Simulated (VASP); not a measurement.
Here is a VASP 6.6.1 calculation.

Contents of INCAR:

```
PREC = Accurate
ENCUT = 520
EDIFF = 1E-6
ISMEAR = 0
SIGMA = 0.1
LREAL = F
LASPH = T
NELM = 80
ALGO = Normal
ISIF = 2
LWAVE = F
LCHARG = F
GGA = PE
NBANDS = 25
```

KPOINTS

```
Automatic mesh
0
Gamma
  4 4 6
```

The input POSCAR:

```
SiO2
1.0
    3.9869252741      0.0000000000      0.0000000000
    0.0000000000      5.9873081802      0.0000000000
    0.0000000000      0.0000000000      3.5850158785
Si O
2 4
Direct
    0.0000000000      0.5000000000      0.5000000000
    0.5000000000      0.0000000000      0.5000000000
    0.1899532613      0.4780498832      0.0000000000
    0.8100467387      0.5219501168      0.0000000000
    0.3100467387      0.9780498832      0.0000000000
    0.6899532613      0.0219501168      0.0000000000
```

Potentials or basis: VASP PAW PBE potentials, release 64 (Si, O).

Command:

```sh
$ cat potpaw_PBE.64/Si/POTCAR potpaw_PBE.64/O/POTCAR > POTCAR
$ mpirun -np 1 vasp_std > vasp.out
```

Q: Estimate the pressure.

A: 0.4 GPa.

Q: Estimate the band gap on the k mesh.

A: Zero (band 16 reaches 4.19 eV, above the bottom of band 17 at 3.64 eV).

Q: Estimate the largest force.

A: 0.217 eV/Å.

Stress tensor (GPa, compression positive):
```
 1.03  0.00  0.00
 0.00 -0.40  0.00
 0.00  0.00  0.66
```

Caveat: the k points lie up to 0.39 Å⁻¹ apart.
